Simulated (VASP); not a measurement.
# BeTe (I-4m2) in VASP: a series of runs

Runs on BeTe. Level: r2SCAN. Tasks: single point.

All numbers are computed with VASP 6.6.1; they aren't measurements. Logs are shortened: lines on timing, memory, paths and dates and some standing lists are left out, and cuts for length are marked.

**1. The cell of the first run**

Symmetry: I-4m2, No. 119, tetragonal system. The conventional cell has a = 3.960 Å, b = 3.960 Å, c = 5.700 Å, α = 90.00°, β = 90.00°, γ = 90.00°. Within 3.2 Å of Be (site symmetry -4m2) lie 4 Te at 2.44 Å. Te (site symmetry -4m2) has 4 Be at 2.44 Å within 3.2 Å.

**2. Single point, r2SCAN (film at in-plane strain -0.01)**

File POSCAR:

```
BeTe
1.0
    2.8001222357      2.8001222357      0.0000000000
   -2.8001222357      2.8001222357      0.0000000000
    0.0000000000      2.8001222357      2.8499104051
Be Te
1 1
Direct
    0.0000000000      0.0000000000      0.0000000000
    0.7500000000      0.2500000000      0.5000000000
```

File INCAR.step1:

```
PREC = Accurate
ENCUT = 520
ISMEAR = 0
SIGMA = 0.01
LREAL = False
LASPH = True
NELM = 80
NBANDS = 11
GGA = PE
ALGO = Normal
EDIFF = 1E-4
LWAVE = True
LCHARG = False
```

File INCAR.step2:

```
PREC = Accurate
ENCUT = 520
EDIFF = 1E-7
ISMEAR = 0
SIGMA = 0.01
LREAL = False
LASPH = True
NELM = 80
ALGO = Normal
ISIF = 2
LWAVE = False
LCHARG = True
METAGGA = R2SCAN
LMIXTAU = True
LELF = True
LVHAR = True
NBANDS = 11
ISTART = 1
```

File KPOINTS:

```
regular mesh
0
Gamma
  8 8 8
```

Potentials or basis: VASP PAW PBE potentials, release 64 (Be, Te).

Launch:

```bash
$ cat potpaw_PBE.64/Be/POTCAR potpaw_PBE.64/Te/POTCAR > POTCAR
$ cp INCAR.step1 INCAR
$ mpirun -np 1 vasp_std > vasp.out
$ cp INCAR.step2 INCAR
$ mpirun -np 1 vasp_std > vasp.out
```

OUTCAR:

```text
PREC = Accurate
   ENCUT = 520
   EDIFF = 1E-7
   ISMEAR = 0
   LREAL = False
   LASPH = True
   NELM = 80
   ISIF = 2
   METAGGA = R2SCAN
   ISTART = 1

 ion  position               nearest neighbor table
   1  0.000  0.000  0.000-   2 2.44   2 2.44   2 2.44   2 2.44
   2  0.750  0.250  0.500-   1 2.44   1 2.44   1 2.44   1 2.44

  LATTYP: Found a body centered tetragonal cell.
 ALAT       =     3.9599708420
 C/A-ratio  =     1.4393592876

  Lattice vectors:

 A1 = (   2.8001222357,   0.0000000000,  -2.8499104051)
 A2 = (  -2.8001222357,   0.0000000000,  -2.8499104051)
 A3 = (   0.0000000000,   2.8001222357,   2.8499104051)

Analysis of symmetry for initial positions (statically):
=====================================================================
 Subroutine PRICEL returns:
 Original cell was already a primitive cell.

 Routine SETGRP: Setting up the symmetry group for a
 body centered tetragonal supercell.

 Subroutine GETGRP returns: Found  8 space group operations
 (whereof  8 operations were pure point group operations)
 out of a pool of 16 trial point group operations.

The static configuration has the point symmetry D_2d.

Analysis of symmetry for dynamics (positions and initial velocities):
=====================================================================
 Subroutine PRICEL returns:
 Original cell was already a primitive cell.

 Routine SETGRP: Setting up the symmetry group for a
 body centered tetragonal supercell.

 Subroutine GETGRP returns: Found  8 space group operations
 (whereof  8 operations were pure point group operations)
 out of a pool of 16 trial point group operations.

The dynamic configuration has the point symmetry D_2d.

 Subroutine INISYM returns: Found  8 space group operations
 (whereof  8 operations are pure point group operations),
 and found     1 'primitive' translations

----------------------------------------------------------------------------------------

                                     Primitive cell

  volume of cell :      44.6905

  direct lattice vectors                    reciprocal lattice vectors
     2.800122236  2.800122236  0.000000000     0.178563633  0.178563633 -0.175444112
    -2.800122236  2.800122236  0.000000000    -0.178563633  0.178563633 -0.175444112
     0.000000000  2.800122236  2.849910405     0.000000000  0.000000000  0.350888224

  length of vectors
     3.959970842  3.959970842  3.995331507     0.307490778  0.307490778  0.350888224

  position of ions in fractional coordinates (direct lattice)
     0.000000000  0.000000000  0.000000000
     0.750000000  0.250000000  0.500000000

  ion indices of the primitive-cell ions
   primitive index   ion index
                 1           1
                 2           2

----------------------------------------------------------------------------------------

 KPOINTS: regular mesh

Automatic generation of k-mesh.
 Grid dimensions read from file:
 generate k-points for:    8    8    8

 Generating k-lattice:

  Cartesian coordinates                     Fractional coordinates (reciprocal lattice)
     0.022320454  0.022320454 -0.021930514     0.125000000  0.000000000  0.000000000
    -0.022320454  0.022320454 -0.021930514     0.000000000  0.125000000  0.000000000
     0.000000000  0.000000000  0.043861028     0.000000000  0.000000000  0.125000000

  Length of vectors
     0.038436347  0.038436347  0.043861028

  Shift w.r.t. Gamma in fractional coordinates (k-lattice)
     0.000000000  0.000000000  0.000000000

 Subroutine IBZKPT returns following result:
 ===========================================

 Found     59 irreducible k-points:

 Following reciprocal coordinates:
            Coordinates               Weight
  0.000000  0.000000  0.000000      1.000000
  0.125000  0.000000  0.000000      8.000000
  0.250000  0.000000  0.000000      8.000000
  0.375000  0.000000  0.000000      8.000000
  0.500000  0.000000  0.000000      4.000000
  0.125000  0.125000  0.000000      8.000000
[... 16 lines left out ...]
  0.250000  0.000000  0.125000      4.000000
  0.375000  0.000000  0.125000      8.000000
 [... further k-points ...]
   k-points           NKPTS =     59   k-points in BZ     NKDIM =     59   number of bands    NBANDS=     11
   number of dos      NEDOS =    301   number of ions     NIONS =      2
   total plane-waves  NPLWV =  27000
   dimension x,y,z NGX =    30 NGY =   30 NGZ =   30
   dimension x,y,z NGXF=    60 NGYF=   60 NGZF=   60
   ions per type =               1   1
   NGX,Y,Z   is equivalent  to a cutoff of  12.59, 12.59, 12.48 a.u.
   NGXF,Y,Z  is equivalent  to a cutoff of  25.19, 25.19, 24.97 a.u.
 SYSTEM =  unknown system
   PREC   = accura    normal or accurate (medium, high low for compatibility)
   ISTART =      1    job   : 0-new  1-cont  2-samecut
   ICHARG =      0    charge: 1-file 2-atom 10-const
   ISPIN  =      1    spin polarized calculation?
   LNONCOLLINEAR =      F non collinear calculations
   LSORBIT =      F    spin-orbit coupling
   LASPH  =      T    aspherical Exc in radial PAW
   ENCUT  =  520.0 eV  38.22 Ry    6.18 a.u.   7.36  7.36  7.43*2*pi/ulx,y,z
   NELM   =     80;   NELMIN=  2; NELMDL=  0     # of ELM steps
   EDIFF  = 0.1E-06   stopping-criterion for ELM
   LREAL  =      F    real-space projection
   EDIFFG = 0.1E-05   stopping-criterion for IOM
   NSW    =      0    number of steps for IOM
   IBRION =     -1    ionic relax: 0-MD 1-quasi-New 2-CG
   NFREE  =      0    steps in history (QN), initial steepest desc. (CG)
   ISIF   =      2    stress and relaxation
   ISYM   =      2    0-nonsym 1-usesym 2-fastsym
   POTIM  = 0.5000    time-step for ionic-motion
   TEBEG  =    0.0;   TEEND  =   0.0 temperature during run
   PSTRESS=    0.0 pullay stress
   NELECT =       8.0000    total number of electrons
   NUPDOWN=      -1.0000    fix difference up-down
   EMIN   =  10.00;   EMAX   =-10.00  energy-range for DOS
   EFERMI =   0.00;   METHOD = LEGACY
   ISMEAR =     0;   SIGMA  =   0.01  broadening in eV -4-tet -1-fermi 0-gaus
   EFERMI_NEDOS =   21; number of points for ismear=-14 and -15
   IALGO  =     38    algorithm
   IMIX   =      4    mixing-type and parameters
     AMIX     =   0.40;   BMIX     =  1.00
     AMIX_MAG =   1.60;   BMIX_MAG =  1.00
  volume/ion in A,a.u.               =      22.35       150.79
  Fermi-wavevector in a.u.,A,eV,Ry     =   0.922642  1.743540 11.582201  0.851268
  Thomas-Fermi vector in A             =   2.048191
   LORBIT       =      0    0 simple, 1 ext, 2 COOP (PROOUT), +10 PAW based schemes
   METAGGA = R2SCAN    functional components
   LHFCALC =     F    Hartree Fock is set to
   AEXX    =    0.0000 exact exchange contribution
   IVDW    =     0    specifies the selected vdW correction
   LEPSILON=     F    determine dielectric tensor
   LRPA    =     F    only Hartree local field effects (RPA)
 non-spin polarized calculation
 Gauss-broadening in eV      SIGMA  =   0.01
  energy-cutoff  :      520.00
  volume of cell :       44.69
 maximum number of plane-waves:      1243
 NGX is ok and might be reduce to    30
   NGX = 15   NGY = 15   NGZ = 15

 number of electron       8.0000000 magnetization

 Free energy of the ion-electron system (eV)
  ---------------------------------------------------
  ext. energy  EPLUGINS =         0.00000000
  ---------------------------------------------------
  free energy    TOTEN  =       -30.68098496 eV

  energy without entropy =      -30.68098496  energy(sigma->0) =      -30.68098496

 E-fermi :   5.0913     XC(G=0):  -9.4762

 val. band max:        4.9647594717   @ k =   0.0000   0.0000   0.0000
 cond. band min:       7.2258577980   @ k =   0.5000   0.5000   0.0000
 fundamental gap:      2.2610983263
 Fermi energy:         5.0913175490

 k-point     1 :       0.0000    0.0000    0.0000
  band No.  band energies     occupation
      1      -7.8524      2.00000
      2       4.8622      2.00000
      3       4.9648      2.00000
      4       4.9648      2.00000
      5       8.9376      0.00000
      6       8.9376      0.00000
      7       8.9716      0.00000
      8       9.4329      0.00000
      9      13.9703      0.00000
     10      15.4870      0.00000
     11      15.8548      0.00000

 k-point     2 :       0.1250    0.0000    0.0000
  band No.  band energies     occupation
      1      -7.6950      2.00000
      2       3.6024      2.00000
      3       4.6490      2.00000
      4       4.7345      2.00000
      5       8.9545      0.00000
      6       9.2966      0.00000
      7       9.3190      0.00000
      8      10.6493      0.00000
      9      14.4262      0.00000
     10      14.6538      0.00000
     11      14.9066      0.00000

 k-point     3 :       0.2500    0.0000    0.0000
  band No.  band energies     occupation
      1      -7.2601      2.00000
      2       1.5162      2.00000
      3       4.1780      2.00000
      4       4.2991      2.00000
      5       8.7243      0.00000
      6       9.8443      0.00000
      7       9.8729      0.00000
      8      12.6471      0.00000
      9      14.4385      0.00000
     10      14.5612      0.00000
     11      14.7707      0.00000

 k-point     4 :       0.3750    0.0000    0.0000
  band No.  band energies     occupation
      1      -6.7036      2.00000
      2      -0.1532      2.00000
      3       3.8122      2.00000
      4       3.9615      2.00000
      5       8.5350      0.00000
      6       9.9447      0.00000
      7      10.0339      0.00000
      8      13.4631      0.00000
      9      15.4397      0.00000
     10      15.6138      0.00000
     11      15.7431      0.00000
[... 239 lines left out ...]
 k-point    22 :       0.0000    0.0000    0.1250
  band No.  band energies     occupation
      1      -7.6475      2.00000
      2       3.7733      2.00000
      3       4.3031      2.00000
      4       4.3031      2.00000
      5       8.6039      0.00000
      6       9.9331      0.00000
      7       9.9331      0.00000
      8      10.3827      0.00000
      9      13.4493      0.00000
     10      14.7691      0.00000
     11      16.1067      0.00000

 k-point    23 :       0.2500    0.0000    0.1250
  band No.  band energies     occupation
      1      -7.4392      2.00000
      2       2.5812      2.00000
      3       3.5802      2.00000
      4       4.7089      2.00000
      5       9.4094      0.00000
      6       9.4187      0.00000
      7       9.7653      0.00000
      8      11.5482      0.00000
      9      13.8447      0.00000
     10      14.8352      0.00000
     11      15.5327      0.00000

 k-point    24 :       0.3750    0.0000    0.1250
  band No.  band energies     occupation
      1      -6.9494      2.00000
      2       0.9073      2.00000
      3       2.9318      2.00000
      4       4.2733      2.00000
      5       9.3446      0.00000
      6      10.0076      0.00000
      7      10.2718      0.00000
      8      12.3310      0.00000
      9      13.8246      0.00000
     10      15.4712      0.00000
     11      16.7927      0.00000

 [... further k-points ...]
[... 5 lines left out ...]
  --------------------------------------------------------------------------------------
  -------------------------------------------------------------------------------------
  Total        0.3750809      0.3750809      0.0535234      0.0000000     -0.0000000      0.0000000
  in kB       13.4468444     13.4468444      1.9188431      0.0000000     -0.0000000      0.0000000
  external PRESSURE =       9.6041773 kB  Pullay stress =       0.0000000 kB

 VOLUME and BASIS-vectors are now :
 -----------------------------------------------------------------------------
  energy-cutoff  :      520.00
  volume of cell :       44.69
      direct lattice vectors                 reciprocal lattice vectors
     2.800122236  2.800122236  0.000000000     0.178563633  0.178563633 -0.175444112
    -2.800122236  2.800122236  0.000000000    -0.178563633  0.178563633 -0.175444112
     0.000000000  2.800122236  2.849910405     0.000000000  0.000000000  0.350888224

 POSITION                                       TOTAL-FORCE (eV/Angst)
 -----------------------------------------------------------------------------------
      0.00000      0.00000      0.00000        -0.000000      0.000000      0.000000
      1.40006      4.20018      1.42496         0.000000     -0.000000      0.000000
 -----------------------------------------------------------------------------------
    total drift:                               -0.000000      0.000000      0.000000

  FREE ENERGIE OF THE ION-ELECTRON SYSTEM (eV)
  ---------------------------------------------------
  free  energy   TOTEN  =       -30.6809849642 eV

  energy  without entropy=      -30.6809849642  energy(sigma->0) =      -30.68098496
```

It took 2.3 min on 1 thread of Intel Xeon 6975P-C, shared host; peak memory 0.19 GiB.

What came out:

```
Free energy            : -30.6810 eV
Pressure               : 1.0 GPa
Band gap on the k mesh : 2.26 eV, indirect (least direct gap 3.97 eV)
```

Stress tensor (GPa, compression positive):
```
1.34 0.00 0.00
0.00 1.34 0.00
0.00 0.00 0.19
```

Caveat: the cell differs from its parent crystal (film at in-plane strain -0.01); the PAW data sets were made with another functional, which shifts forces and pressure a little; spin-orbit coupling is left out, which moves the levels of the heavy elements.

**3. Single point, r2SCAN (in-plane strain -0.005, then relaxed in part)**

File POSCAR:

```
BeTe
1.0
    2.8142642672      2.8142642672      0.0000000000
   -2.8142642672      2.8142642672      0.0000000000
    0.0000000000      2.8142642672      2.8402436824
Be Te
1 1
Direct
    0.0000000000      0.0000000000      0.0000000000
    0.7500000000      0.2500000000      0.5000000000
```

File INCAR.step1:

```
SYSTEM = BeTe
PREC     = Accurate       ! precision mode
ENCUT    = 520            ! plane-wave cutoff, eV
ISMEAR   = 0              ! smearing method
SIGMA    = 0.01           ! smearing width, eV
LREAL    = .False.        ! projectors in reciprocal space
LASPH    = .True.         ! aspherical terms in the spheres
NELM     = 100            ! most SCF steps
NBANDS   = 11             ! bands
GGA      = PE             ! functional
ALGO     = Normal         ! electronic algorithm
EDIFF    = 1E-4           ! SCF threshold, eV
LWAVE    = .True.         ! write WAVECAR
LCHARG   = .False.        ! write CHGCAR
```

File INCAR.step2:

```
SYSTEM = BeTe
PREC     = Accurate       ! precision mode
ENCUT    = 520            ! plane-wave cutoff, eV
EDIFF    = 1E-6           ! SCF threshold, eV
ISMEAR   = 0              ! smearing method
SIGMA    = 0.01           ! smearing width, eV
LREAL    = .False.        ! projectors in reciprocal space
LASPH    = .True.         ! aspherical terms in the spheres
NELM     = 100            ! most SCF steps
ALGO     = Normal         ! electronic algorithm
ISIF     = 2              ! what is computed and relaxed
LWAVE    = .False.        ! write WAVECAR
LCHARG   = .True.         ! write CHGCAR
METAGGA  = R2SCAN         ! meta-GGA
LMIXTAU  = .True.       
LELF     = .True.         ! ELF
LVHAR    = .True.       
NBANDS   = 11             ! bands
ISTART   = 1
```

File KPOINTS:

```
regular mesh
0
Gamma
  8 8 8
  0 0 0
```

Potentials or basis: VASP PAW PBE potentials, release 64 (Be, Te).

Launch:

```bash
$ cat potpaw_PBE.64/Be/POTCAR potpaw_PBE.64/Te/POTCAR > POTCAR
$ cp INCAR.step1 INCAR
$ mpirun -np 1 vasp_std > vasp.out
$ cp INCAR.step2 INCAR
$ mpirun -np 1 vasp_std > vasp.out
```

OUTCAR:

```text
SYSTEM = BeTe
   PREC = Accurate
   ENCUT = 520
   EDIFF = 1E-6
   ISMEAR = 0
   LREAL = .False.
   LASPH = .True.
   NELM = 100
   ISIF = 2
   METAGGA = R2SCAN
   ISTART = 1

 ion  position               nearest neighbor table
   1  0.000  0.000  0.000-   2 2.44   2 2.44   2 2.44   2 2.44
   2  0.750  0.250  0.500-   1 2.44   1 2.44   1 2.44   1 2.44

  LATTYP: Found a body centered tetragonal cell.
 ALAT       =     3.9799706948
 C/A-ratio  =     1.4272686410

  Lattice vectors:

[... 525 lines left out ...]

  FORCE on cell =-STRESS in cart. coord.  units (eV):
  Direction    XX          YY          ZZ          XY          YZ          ZX
  --------------------------------------------------------------------------------------
  -------------------------------------------------------------------------------------
  Total        0.2051914      0.2051914      0.0397553      0.0000000      0.0000000      0.0000000
  in kB        7.3072577      7.3072577      1.4157604      0.0000000      0.0000000      0.0000000
  external PRESSURE =       5.3434253 kB  Pullay stress =       0.0000000 kB

 VOLUME and BASIS-vectors are now :
 -----------------------------------------------------------------------------
  energy-cutoff  :      520.00
  volume of cell :       44.99
      direct lattice vectors                 reciprocal lattice vectors
     2.814264267  2.814264267  0.000000000     0.177666329  0.177666329 -0.176041233
    -2.814264267  2.814264267  0.000000000    -0.177666329  0.177666329 -0.176041233
     0.000000000  2.814264267  2.840243682     0.000000000  0.000000000  0.352082466

 POSITION                                       TOTAL-FORCE (eV/Angst)
 -----------------------------------------------------------------------------------
      0.00000      0.00000      0.00000        -0.000000     -0.000000      0.000000
      1.40713      4.22140      1.42012         0.000000      0.000000      0.000000
 -----------------------------------------------------------------------------------
    total drift:                               -0.000000      0.000000      0.000000

  FREE ENERGIE OF THE ION-ELECTRON SYSTEM (eV)
  ---------------------------------------------------
  free  energy   TOTEN  =       -30.6837849786 eV

  energy  without entropy=      -30.6837849786  energy(sigma->0) =      -30.68378498
```

OUTCAR.step1:

```text
SYSTEM = BeTe
   PREC = Accurate
   ENCUT = 520
   ISMEAR = 0
   LREAL = .False.
   LASPH = .True.
[... 559 lines left out ...]
      0.00000      0.00000      0.00000         0.000000      0.000000      0.000000
      1.40713      4.22140      1.42012        -0.000000     -0.000000      0.000000
 -----------------------------------------------------------------------------------
    total drift:                               -0.000000      0.000000      0.000000

  FREE ENERGIE OF THE ION-ELECTRON SYSTEM (eV)
  ---------------------------------------------------
  free  energy   TOTEN  =        -7.6228575616 eV

  energy  without entropy=       -7.6228575616  energy(sigma->0) =       -7.62285756
```

OSZICAR.step1:

```text
N       E                     dE             d eps       ncg     rms          rms(c)
DAV:   1     0.186791769367E+02    0.18679E+02   -0.32830E+03  1298   0.582E+02
DAV:   2    -0.666638617029E+01   -0.25346E+02   -0.24041E+02  1746   0.909E+01
DAV:   3    -0.773879571386E+01   -0.10724E+01   -0.10708E+01  1696   0.197E+01
DAV:   4    -0.775029487590E+01   -0.11499E-01   -0.11498E-01  1550   0.234E+00
DAV:   5    -0.775053061244E+01   -0.23574E-03   -0.23573E-03  1674   0.319E-01    0.408E+00
DAV:   6    -0.765160813890E+01    0.98922E-01   -0.11633E-01  1487   0.137E+00    0.245E+00
DAV:   7    -0.762186398278E+01    0.29744E-01   -0.98901E-02  1542   0.138E+00    0.469E-01
DAV:   8    -0.762254516968E+01   -0.68119E-03   -0.60813E-03  1460   0.448E-01    0.775E-02
DAV:   9    -0.762279365092E+01   -0.24848E-03   -0.32358E-04  1564   0.106E-01    0.304E-02
DAV:  10    -0.762285756157E+01   -0.63911E-04   -0.79852E-05  1435   0.461E-02
   1 F= -.76228576E+01 E0= -.76228576E+01  d E =-.433584E-50
```

Wall time 90 s (1 thread of Intel Xeon 6975P-C, shared host); peak memory 0.19 GiB.

What came out:

* Free energy: -30.6838 eV
* Pressure: 0.5 GPa
* Band gap on the k mesh: 2.31 eV, indirect (least direct gap 4.00 eV)

Stress tensor (GPa, compression positive):
```
0.73 0.00 0.00
0.00 0.73 0.00
0.00 0.00 0.14
```

Caveat: the cell differs from its parent crystal (in-plane strain -0.005, then relaxed in part); the PAW data sets were made with another functional, which shifts forces and pressure a little; spin-orbit coupling is left out, which moves the levels of the heavy elements. A k mesh can miss the band edges.

(Part 1 of 2 ends here.)
